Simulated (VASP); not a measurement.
**V: single point with PBEsol**

The system is V.

```xyz
2
Lattice="2.5262 0.0000 0.0000 -1.2631 2.1877 0.0000 0.0000 0.0000 4.7233" Properties=species:S:1:pos:R:3 pbc="T T T"
V     1.2631    0.7292    3.5425
V     0.0000    1.4585    1.1808
```

This cell differs from its parent crystal: strain -0.030 along x and y, +0.000 along z.

```json
{"Program": "VASP 6.6.1", "Task": "single point", "Functional": "PBEsol", "Potentials or basis": "VASP PAW PBE potentials, release 64 (V_sv)", "Cutoff": "520 eV", "k mesh": "21 × 21 × 10", "Occupations": "gaussian, width 0.15 eV", "Spin": "no spin polarisation", "Dipole correction": "no", "Further INCAR settings": "ALGO = Fast; EDIFF = 1e-07; NBANDS = 20"}
```

```yaml
Pressure: 4.3 GPa
Band_gap_on_the_k_mesh: zero (band 13 reaches 12.15 eV, above the bottom of band 14 at 9.71 eV)
```

Stress tensor (GPa, compression positive):
```
 6.94  0.00  0.00
 0.00  6.94  0.00
 0.00  0.00 -0.91
```

Levels at points of the mesh, in eV from the Fermi level:
| k point | band 11 | band 12 | band 13 | band 14 | band 15 | band 16 |
| --- | --- | --- | --- | --- | --- | --- |
| (0.00, 0.00, 0.00) | -0.87 | -0.40 | 0.37 | 0.37 | 0.67 | 0.67 |
| (0.00, 0.00, 0.50) | -1.26 | -1.26 | 0.42 | 0.42 | 0.42 | 0.42 |

Run time: 65 s on 1 thread of Intel(R) Xeon(R) 6975P-C (Granite Rapids) (shared host), peak memory 0.23 GiB.

Caveat: the cell differs from its parent crystal (strain -0.030 along x and y, +0.000 along z); the PAW data sets were made with another functional, which shifts forces and pressure a little.
